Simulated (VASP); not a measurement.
# MgS (P6_3mc) in VASP: further runs, part 2 of 2

VASP 6.6.1.

## (3) Single point, r2SCAN

This run uses another cell than the first one, of 21.09 Å³/atom, 1.060 times its volume.

The input, POSCAR:

```
MgS
1.0
    3.9430255789      0.0000000000      0.0000000000
   -1.9715127894      3.4147603191      0.0000000000
    0.0000000000      0.0000000000      6.2664415963
Mg S
2 2
Direct
    0.6666666667      0.3333333333      0.4959421184
    0.3333333333      0.6666666667      0.9959421184
    0.3333333333      0.6666666667      0.3790568816
    0.6666666667      0.3333333333      0.8790568816
```

The input, INCAR.step1:

```
SYSTEM = MgS
PREC = Accurate ; ENCUT = 520
ISMEAR = 1 ; SIGMA = 0.01
LREAL = .FALSE. ; LASPH = .TRUE.
NELM = 60 ; NBANDS = 16
GGA = PE ; ALGO = Normal
EDIFF = 1E-4 ; LWAVE = .TRUE.
LCHARG = .FALSE.
```

The input, INCAR.step2:

```
SYSTEM = MgS
PREC = Accurate ; ENCUT = 520
EDIFF = 1E-6 ; ISMEAR = 1
SIGMA = 0.01 ; LREAL = .FALSE.
LASPH = .TRUE. ; NELM = 60
ALGO = Normal ; ISIF = 2
LWAVE = .FALSE. ; LCHARG = .FALSE.
METAGGA = R2SCAN ; LMIXTAU = .TRUE.
NBANDS = 16 ; ISTART = 1
```

The input, KPOINTS:

```
regular mesh
0
G
  6 6 4
  0 0 0
```

Potentials or basis: VASP PAW PBE potentials, release 64 (Mg, S).

The run is started by

```console
$ cat potpaw_PBE.64/Mg/POTCAR potpaw_PBE.64/S/POTCAR > POTCAR
$ cp INCAR.step1 INCAR
$ mpirun -np 1 vasp_std > vasp.out
$ cp INCAR.step2 INCAR
$ mpirun -np 1 vasp_std > vasp.out
```

OUTCAR:

```text
SYSTEM = MgS
   PREC = Accurate
   ENCUT = 520
   EDIFF = 1E-6
   ISMEAR = 1
   LREAL = .FALSE.
   LASPH = .TRUE.
   NELM = 60
   ISIF = 2
   METAGGA = R2SCAN
   ISTART = 1

 ion  position               nearest neighbor table
   1  0.667  0.333  0.496-   3 2.39   3 2.39   3 2.39   4 2.40
   2  0.333  0.667  0.996-   4 2.39   4 2.39   4 2.39   3 2.40
   3  0.333  0.667  0.379-   1 2.39   1 2.39   1 2.39   2 2.40
   4  0.667  0.333  0.879-   2 2.39   2 2.39   2 2.39   1 2.40

  LATTYP: Found a hexagonal cell.
 ALAT       =     3.9430255789
 C/A-ratio  =     1.5892470061

  Lattice vectors:

 A1 = (   3.9430255789,   0.0000000000,   0.0000000000)
 A2 = (  -1.9715127894,   3.4147603191,   0.0000000000)
 A3 = (   0.0000000000,   0.0000000000,   6.2664415963)

Analysis of symmetry for initial positions (statically):
=====================================================================
 Subroutine PRICEL returns:
 Original cell was already a primitive cell.

 Routine SETGRP: Setting up the symmetry group for a
 hexagonal supercell.

 Subroutine GETGRP returns: Found 12 space group operations
 (whereof  6 operations were pure point group operations)
 out of a pool of 24 trial point group operations.

The static configuration has the point symmetry C_3v.
 The point group associated with its full space group is C_6v.

Analysis of symmetry for dynamics (positions and initial velocities):
=====================================================================
 Subroutine PRICEL returns:
 Original cell was already a primitive cell.

 Routine SETGRP: Setting up the symmetry group for a
 hexagonal supercell.

 Subroutine GETGRP returns: Found 12 space group operations
 (whereof  6 operations were pure point group operations)
 out of a pool of 24 trial point group operations.

The dynamic configuration has the point symmetry C_3v.
 The point group associated with its full space group is C_6v.

 Subroutine INISYM returns: Found 12 space group operations
[... 118 lines left out ...]
  volume/ion in A,a.u.               =      21.09       142.35
  Fermi-wavevector in a.u.,A,eV,Ry     =   0.940541  1.777365 12.035959  0.884618
  Thomas-Fermi vector in A             =   2.067963
   LORBIT       =      0    0 simple, 1 ext, 2 COOP (PROOUT), +10 PAW based schemes
   METAGGA = R2SCAN    functional components
   LHFCALC =     F    Hartree Fock is set to
   AEXX    =    0.0000 exact exchange contribution
   IVDW    =     0    specifies the selected vdW correction
   LEPSILON=     F    determine dielectric tensor
   LRPA    =     F    only Hartree local field effects (RPA)
 non-spin polarized calculation
 Methfessel and Paxton  Order N= 1 SIGMA  =   0.01
  energy-cutoff  :      520.00
  volume of cell :       84.37
 maximum number of plane-waves:      2321
 NGX is ok and might be reduce to    30
   NGX = 15   NGY = 15   NGZ = 23

 number of electron      15.9999998 magnetization

 Free energy of the ion-electron system (eV)
  ---------------------------------------------------
  ext. energy  EPLUGINS =         0.00000000
  ---------------------------------------------------
  free energy    TOTEN  =       -30.85254254 eV

  energy without entropy =      -30.85254657  energy(sigma->0) =      -30.85254388

 E-fermi :   1.3981     XC(G=0):  -9.0642

 val. band max:        1.3897240077   @ k =   0.0000   0.0000   0.0000
 cond. band min:       5.8810322179   @ k =   0.0000   0.0000   0.0000
 fundamental gap:      4.4913082102
 Fermi energy:         1.3981428298

 k-point     1 :       0.0000    0.0000    0.0000
  band No.  band energies     occupation
      1     -10.7725      2.00000
      2      -9.8951      2.00000
      3      -2.1374      2.00000
      4       0.7386      2.00000
      5       0.7386      2.00000
      6       1.2028      2.00000
[... 376 lines left out ...]
      3      -1.6260      2.00000
      4      -1.6260      2.00000
      5      -0.8479      2.00000
      6      -0.8479      2.00000
[... 8 lines left out ...]
     15      11.4166      0.00000
     16      11.4166      0.00000

------------------------ aborting loop because EDIFF is reached ----------------------------------------

  FORCE on cell =-STRESS in cart. coord.  units (eV):
  Direction    XX          YY          ZZ          XY          YZ          ZX
  --------------------------------------------------------------------------------------
  -------------------------------------------------------------------------------------
  Total        2.4768647      2.4768647      2.4963587      0.0000000     -0.0000000      0.0000000
  in kB       47.0329307     47.0329307     47.4031020      0.0000000     -0.0000000      0.0000000
  external PRESSURE =      47.1563211 kB  Pullay stress =       0.0000000 kB

 VOLUME and BASIS-vectors are now :
 -----------------------------------------------------------------------------
  energy-cutoff  :      520.00
  volume of cell :       84.37
      direct lattice vectors                 reciprocal lattice vectors
     3.943025579  0.000000000  0.000000000     0.253612354  0.146423161  0.000000000
    -1.971512789  3.414760319  0.000000000     0.000000000  0.292846322  0.000000000
     0.000000000  0.000000000  6.266441596     0.000000000  0.000000000  0.159580199

 POSITION                                       TOTAL-FORCE (eV/Angst)
 -----------------------------------------------------------------------------------
      1.97151      1.13825      3.10779         0.000000     -0.000000      0.002266
     -0.00000      2.27651      6.24101        -0.000000      0.000000      0.002266
     -0.00000      2.27651      2.37534        -0.000000     -0.000000     -0.002266
      1.97151      1.13825      5.50856         0.000000      0.000000     -0.002266
 -----------------------------------------------------------------------------------
    total drift:                               -0.000000      0.000000      0.014696

  FREE ENERGIE OF THE ION-ELECTRON SYSTEM (eV)
  ---------------------------------------------------
  free  energy   TOTEN  =       -30.8525425426 eV

  energy  without entropy=      -30.8525465689  energy(sigma->0) =      -30.85254388
```

OUTCAR.step1:

```text
SYSTEM = MgS
   PREC = Accurate
   ENCUT = 520
   ISMEAR = 1
   LREAL = .FALSE.
   LASPH = .TRUE.
   NELM = 60
[... 624 lines left out ...]
     -0.00000      2.27651      6.24101        -0.000000      0.000000     -0.007426
     -0.00000      2.27651      2.37534         0.000000     -0.000000      0.007426
      1.97151      1.13825      5.50856        -0.000000      0.000000      0.007426
 -----------------------------------------------------------------------------------
    total drift:                               -0.000000      0.000000     -0.001006

  FREE ENERGIE OF THE ION-ELECTRON SYSTEM (eV)
  ---------------------------------------------------
  free  energy   TOTEN  =       -16.8465726945 eV

  energy  without entropy=      -16.8465767208  energy(sigma->0) =      -16.84657404
```

It took 98 s on 1 thread of Intel Xeon 6975P-C, shared host; peak memory 0.22 GiB.

What came out:

```yaml
Free_energy: -30.8525 eV
Pressure: 4.7 GPa
Band_gap_on_the_k_mesh: 4.49 eV, direct
```

Forces on the atoms (eV/Å):
```
Mg   0.000  0.000  0.002
Mg   0.000  0.000  0.002
S    0.000  0.000 -0.002
S    0.000  0.000 -0.002
```

Caveat: the PAW data sets were made with another functional, which shifts forces and pressure a little. r2SCAN opens gaps a little over a GGA but as a rule still falls short of measured ones.

## (4) Single point, r2SCAN

This run uses another cell than the first one, of 22.68 Å³/atom, 1.140 times its volume.

The input, POSCAR:

```
MgS
1.0
    4.0283593881      0.0000000000      0.0000000000
   -2.0141796940      3.4886615656      0.0000000000
    0.0000000000      0.0000000000      6.4556180283
Mg S
2 2
Direct
    0.6666666667      0.3333333333      0.4971748335
    0.3333333333      0.6666666667      0.9971748335
    0.3333333333      0.6666666667      0.3778241665
    0.6666666667      0.3333333333      0.8778241665
```

The input, INCAR.step1:

```
ALGO = Normal
EDIFF = 1E-4
ENCUT = 520
GGA = PE
ISMEAR = 1
LASPH = T
LCHARG = F
LREAL = F
LWAVE = T
NBANDS = 16
NELM = 80
PREC = Accurate
SIGMA = 0.01
```

The input, INCAR.step2:

```
ALGO = Normal
EDIFF = 1E-6
ENCUT = 520
ISIF = 2
ISMEAR = 1
ISTART = 1
LASPH = T
LCHARG = T
LELF = T
LMIXTAU = T
LREAL = F
LVHAR = T
LWAVE = F
METAGGA = R2SCAN
NBANDS = 16
NELM = 80
PREC = Accurate
SIGMA = 0.01
```

The input, KPOINTS:

```
k-points
0
Gamma
  6 6 4
```

The run is started by

```console
$ cat potpaw_PBE.64/Mg/POTCAR potpaw_PBE.64/S/POTCAR > POTCAR
$ cp INCAR.step1 INCAR
$ mpirun -np 1 vasp_std > vasp.out
$ cp INCAR.step2 INCAR
$ mpirun -np 1 vasp_std > vasp.out
```

It took 1.9 min on 1 thread of Intel Xeon 6975P-C, shared host; peak memory 0.21 GiB.

The run converged. Its results:

| Quantity | Value |
| --- | --- |
| Free energy | -30.9358 eV |
| Pressure | -0.3 GPa |
| Band gap on the k mesh | 4.14 eV, direct |

Levels at points of the mesh, in eV from the valence-band top:
```tsv
k point	band 4	band 5	band 6	band 7	band 8	band 9	band 10	band 11	band 12	band 13
(0.00, 0.00, 0.00)	-0.53	-0.53	-0.12	-0.12	0.00	4.14	5.41	8.14	8.14	8.84
(0.50, 0.00, 0.00)	-2.41	-1.87	-1.22	-0.92	-0.44	5.30	5.70	6.46	8.09	9.00
(0.00, 0.00, 0.50)	-1.89	-0.33	-0.33	-0.33	-0.33	5.61	5.61	8.28	8.28	8.28
(0.50, 0.00, 0.50)	-3.09	-0.86	-0.86	-0.80	-0.80	5.19	5.19	6.93	6.93	9.90
```

Caveat: the PAW data sets were made with another functional, which shifts forces and pressure a little. r2SCAN opens gaps a little over a GGA but as a rule still falls short of measured ones.

## (5) The runs side by side

```csv
cell,gap on the mesh (eV),pressure (GPa)
"a = 3.892, b = 3.892, c = 6.069 Å, angles 90.0, 90.0, 120.0°, 4 atoms",4.72,9.7
"a = 3.943, b = 3.943, c = 6.266 Å, angles 90.0, 90.0, 120.0°, 4 atoms",4.49,4.7
"a = 4.028, b = 4.028, c = 6.456 Å, angles 90.0, 90.0, 120.0°, 4 atoms",4.14,-0.3
```

Alike in all rows: task single point; level r2SCAN; potentials or basis VASP PAW PBE potentials, release 64 (Mg, S); no spin polarisation; k mesh 6 × 6 × 4; cutoff (eV) 520; smearing methfessel-paxton 0.01 eV.

Caveats: the PAW data sets were made with another functional, which shifts forces and pressure a little.

Absolute energies hang on the potentials; compare differences alone.
